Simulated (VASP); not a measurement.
# BaZrO3: single point with PBE

Crystal: BaZrO3.

```
Ba Zr O
1.0
     4.23325    0.00000    0.00000
     0.00000    4.23325    0.00000
     0.00000    0.00000    4.10875
Ba Zr O
1 1 3
Direct
  0.00000 0.00000 0.00000
  0.50000 0.50000 0.50000
  0.00000 0.50000 0.50000
  0.50000 0.00000 0.50000
  0.50000 0.50000 0.00000
```

- Program: VASP 6.6.1
- Task: single point
- Functional: PBE
- Potentials or basis: VASP PAW PBE potentials, release 64 (Ba_sv, Zr_sv, O_h)
- Cutoff: 1340 eV
- k mesh: 6 × 6 × 6
- Occupations: gaussian, width 0.05 eV
- Spin: no spin polarisation

* Pressure: 5.2 GPa
* Band gap on the k mesh: 3.09 eV (least direct gap 3.28 eV)

Stress tensor (GPa, compression positive):
```
 2.69  0.00  0.00
 0.00  2.69  0.00
 0.00  0.00 10.22
```

Levels at points of the mesh, in eV from the valence-band top:
```
           k point  band 17  band 18  band 19  band 20  band 21  band 22  band 23  band 24
(0.00, 0.00, 0.00)    -0.93    -0.26    -0.26    -0.19     3.09     3.23     3.23     4.52
(0.50, 0.00, 0.00)    -1.66    -1.63    -0.48    -0.41     3.64     5.57     5.60     6.27
(0.50, 0.50, 0.00)    -1.08    -1.08    -0.71    -0.14     5.58     5.58     6.24     6.55
(0.00, 0.00, 0.50)    -1.76    -1.69    -0.49    -0.49     3.59     5.94     5.94     6.66
(0.50, 0.00, 0.50)    -0.88    -0.88    -0.84    -0.08     5.55     5.87     6.44     6.57
(0.50, 0.50, 0.50)    -2.38    -0.05     0.00     0.00     5.86     6.01     6.01     6.82
```

Run time: 3.8 min on 1 thread of Intel(R) Xeon(R) Platinum 8488C (Sapphire Rapids), on a shared host, peak memory 0.58 GiB.

Caveat: the stress differs along the axes, from 3 to 10 GPa; spin-orbit coupling is left out, which moves the levels of the heavy elements. Expect the measured gap to be larger: semilocal functionals such as PBE lack the derivative discontinuity.
